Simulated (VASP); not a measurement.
Write the native input for VASP 6.6.1 that does the following.

* Task: single point
* Functional: PBE0
* Potentials or basis: VASP PAW PBE potentials, release 64 (Ba_sv, Ti_sv, O)
* Cutoff: 520 eV
* k mesh: 4 × 4 × 4
* Occupations: gaussian, width 0.01 eV
* Spin: no spin polarisation
* Dipole correction: no
* Grid for exact exchange (PRECFOCK): Normal
* Further INCAR settings: ALGO = Normal; EDIFF = 1e-06; NBANDS = 28
* Share of exact exchange: 0.25

BaTiO3:

```
Ba Ti O
1.0
     3.99410    0.00000    0.00000
     0.00000    3.99410    0.00000
     0.00000    0.00000    3.99410
Ba Ti O
1 1 3
Direct
  0.50000 0.50000 0.50000
  0.00000 0.00000 0.00000
  0.50000 0.00000 0.00000
  0.00000 0.50000 0.00000
  0.00000 0.00000 0.50000
```

One way to write it, as run:

POSCAR

```
BaTiO3
1.0
    3.9940950307      0.0000000000      0.0000000000
    0.0000000000      3.9940950307      0.0000000000
    0.0000000000      0.0000000000      3.9940950307
Ba Ti O
1 1 3
Direct
    0.5000000000      0.5000000000      0.5000000000
    0.0000000000      0.0000000000      0.0000000000
    0.5000000000      0.0000000000      0.0000000000
    0.0000000000      0.5000000000      0.0000000000
    0.0000000000      0.0000000000      0.5000000000
```

INCAR.step1

```
SYSTEM = BaTiO3
  PREC = Accurate
  ENCUT = 520
  EDIFF = 1E-5
  ISMEAR = 0
  SIGMA = 0.01
  LREAL = .FALSE.
  LASPH = .TRUE.
  NELM = 120
  ALGO = Normal
  ISIF = 2
  LWAVE = .TRUE.
  LCHARG = .FALSE.
  NBANDS = 28
  GGA = PE
  GGA_COMPAT = .FALSE.
```

INCAR.step2

```
SYSTEM = BaTiO3
  PREC = Accurate
  ENCUT = 520
  EDIFF = 1E-6
  ISMEAR = 0
  SIGMA = 0.01
  LREAL = .FALSE.
  LASPH = .TRUE.
  NELM = 120
  ALGO = Normal
  ISIF = 2
  LWAVE = .FALSE.
  LCHARG = .FALSE.
  GGA = PE
  LHFCALC = .TRUE.
  AEXX = 0.25
  PRECFOCK = Normal
  NBANDS = 28
  ISTART = 1
  GGA_COMPAT = .FALSE.
```

KPOINTS

```
regular mesh
0
G
  4 4 4
  0 0 0
```

Potentials or basis: VASP PAW PBE potentials, release 64 (Ba_sv, Ti_sv, O).

The run is started by

```console
$ cat potpaw_PBE.64/Ba_sv/POTCAR potpaw_PBE.64/Ti_sv/POTCAR potpaw_PBE.64/O/POTCAR > POTCAR
$ cp INCAR.step1 INCAR
$ mpirun -np 1 vasp_std > vasp.out
$ cp INCAR.step2 INCAR
$ mpirun -np 1 vasp_std > vasp.out
```

It gave:

```
Pressure               : -0.8 GPa
Band gap on the k mesh : 3.90 eV (least direct gap 4.01 eV)
```

Caveat: the PAW data sets were made with another functional, which shifts forces and pressure a little; spin-orbit coupling is left out, which moves the levels of the heavy elements.

Run time: 55 min on 1 thread of AMD EPYC 7R13 Processor (Zen 3), with other jobs on the host, peak memory 0.17 GiB.
